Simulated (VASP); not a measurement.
Runs of VASP 6.6.1 on Si. The structure is that of space group Im-3m (No. 229), or close to it. The cells are those of the table. 

| task | cell | cutoff (eV) | gap on the mesh (eV) | pressure (GPa) |
| --- | --- | --- | --- | --- |
| single point | a = 2.410 Å, angles 109.5°, 1 atom | 520 | none | (a) |
| relaxation of cell and atoms | relaxed to 55 GPa from a = 2.383 Å, angles 109.5°, 1 atom | 600 | none | 55.0 |
| single point | a = 2.409 Å, angles 109.5°, 1 atom | 520 | none | 54.8 |
| relaxation of cell and atoms | relaxed to 55 GPa from a = 2.409 Å, angles 109.5°, 1 atom | 600 | none | 55.0 |

Alike in all rows: level PBE; potentials or basis VASP PAW PBE potentials, release 64 (Si); no spin polarisation; k mesh 19 × 19 × 19; smearing fermi-dirac 0.1 eV.

Question: Estimate the missing entries.

Answer: (a) 54.7.

Caveats: the cell is relaxed towards a set pressure, so the enthalpy falls and the energy may rise (some runs).

A gap of «none» marks levels without a gap at the run's occupations.
